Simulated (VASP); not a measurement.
## MgB2: single point with LDA

MgB2:

```
CELL_PARAMETERS angstrom
3.08500 0.00000 0.00000
-1.54250 2.67169 0.00000
0.00000 0.00000 3.52300
ATOMIC_POSITIONS crystal
Mg 0.00000 0.00000 0.00000
B 0.33333 0.66667 0.50000
B 0.66667 0.33333 0.50000
```

```
Program             : VASP 6.6.1
Task                : single point
Functional          : LDA
Potentials or basis : VASP PAW LDA potentials, release 64 (Mg, B)
Cutoff              : 600 eV
k mesh              : 5 × 5 × 4
Occupations         : methfessel-paxton, width 0.3 eV
Spin                : no spin polarisation
```

| Item | Value |
| --- | --- |
| Pressure | -8.5 GPa |
| Band gap on the k mesh | zero (band 4 reaches 6.00 eV, above the bottom of band 5 at 3.91 eV) |

Stress tensor (GPa, compression positive):
```
-8.92  0.00  0.00
 0.00 -8.92  0.00
 0.00  0.00 -7.57
```

Levels at points of the mesh, in eV from the Fermi level:
```tsv
k point	band 1	band 2	band 3	band 4	band 5	band 6	band 7	band 8
(0.00, 0.00, 0.00)	-12.45	-3.08	0.19	0.19	1.50	6.10	6.10	8.06
(0.00, 0.00, 0.50)	-11.15	-7.57	0.56	0.56	6.44	6.44	7.73	9.68
```

Wall time 2.9 s on 1 thread of Intel(R) Xeon(R) 6975P-C (Granite Rapids), with other jobs on the host, peak memory 0.14 GiB.

Caveat: the k points lie up to 0.47 Å⁻¹ apart.
